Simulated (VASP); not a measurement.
Set up this calculation in VASP 6.6.1, as the native input.

```
Task                   : single point
Functional             : LDA
Potentials or basis    : VASP PAW LDA potentials, release 64 (Ga_d, P)
Cutoff                 : 520 eV
k mesh                 : 8 × 8 × 8
Occupations            : gaussian, width 0.01 eV
Spin                   : no spin polarisation
Dipole correction      : no
Further INCAR settings : ALGO = Normal; EDIFF = 1e-06; NBANDS = 16
```

The structure of GaP lies in POSCAR:

```
GaP
1.0
    2.6822086248      2.6822086248      0.0000000000
   -2.6822086248      2.6822086248      0.0000000000
    0.0000000000      2.6822086248      2.7067116342
Ga P
1 1
Direct
    0.0000000000      0.0000000000      0.0000000000
    0.7500000000      0.2500000000      0.5000000000
```

This cell differs from its parent crystal: in-plane strain -0.005, then relaxed in part.

The input as run:

INCAR

```
PREC = Accurate
ENCUT = 520
EDIFF = 1E-6
ISMEAR = 0
SIGMA = 0.01
LREAL = False
LASPH = True
NELM = 100
ALGO = Normal
ISIF = 2
LWAVE = False
LCHARG = False
GGA = CA
NBANDS = 16
```

KPOINTS

```
regular mesh
0
Gamma
  8 8 8
```

Potentials or basis: VASP PAW LDA potentials, release 64 (Ga_d, P).

The run is started by

```console
$ cat potpaw_LDA.64/Ga_d/POTCAR potpaw_LDA.64/P/POTCAR > POTCAR
$ mpirun -np 1 vasp_std > vasp.out
```

It gave:

```yaml
Pressure: 0.6 GPa
Band_gap_on_the_k_mesh: 1.38 eV, indirect (least direct gap 1.94 eV)
```

Caveat: the cell differs from its parent crystal (in-plane strain -0.005, then relaxed in part).

Wall time 38 s on 1 thread of AMD EPYC 7R43 64-Core Processor (Zen 3), with other jobs on the host, peak memory 0.12 GiB.
